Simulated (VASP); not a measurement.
Li3Cd2Pb2, 7 atoms in the cell. The structure is monoclinic, space group C2/m (No. 12). The conventional cell has a = 10.485 Å, b = 6.206 Å, c = 4.466 Å, α = 90.00°, β = 94.46°, γ = 90.00°. Within 2.4 Å of Li (site symmetry 2) lie 2 Li at 1.83 to 2.19 Å. Within 2.9 Å of Li (site symmetry 2/m) lie 2 Li at 2.19 Å and 4 Cd at 2.45 Å. Within 2.7 Å of Cd (site symmetry 2) lie 1 Cd at 2.00 Å and 4 Li at 2.45 to 2.53 Å. Within 3.7 Å of Pb (site symmetry -1) lie 6 Li at 2.70 to 3.60 Å and 2 Pb at 3.10 Å and 4 Cd at 3.35 to 3.62 Å. The cell was built from a structure type or drawn by symmetry, and may not be a known phase.

* Program: VASP 6.6.1
* Task: relaxation of cell and atoms
* Functional: PBE
* Potentials or basis: VASP PAW PBE potentials, release 64 (Li_sv, Cd, Pb_d)
* Cutoff: 600 eV
* k mesh: 3 × 3 × 4
* Occupations: gaussian, width 0.2 eV
* Spin: no spin polarisation
* Dipole correction: no
* Further INCAR settings: ALGO = Normal; EDIFF = 1e-07; IBRION = 2; EDIFFG = -0.08; NSW = 36; ISIF = 3

Potentials or basis: VASP PAW PBE potentials, release 64 (Li_sv, Cd, Pb_d).

Launch:

```sh
$ cat potpaw_PBE.64/Li_sv/POTCAR potpaw_PBE.64/Cd/POTCAR potpaw_PBE.64/Pb_d/POTCAR > POTCAR
$ mpirun -np 1 vasp_std > vasp.out
```

Hardware: 1 thread of Oxide Virtual Turin-like Processor (shared host).

Question: How long does it take, and how much memory?

Answer: Wall time 55 min on 1 thread of Oxide Virtual Turin-like Processor, on a shared host, peak memory 0.32 GiB. Counts: scf iterations 231, k points 14, ion steps 24.
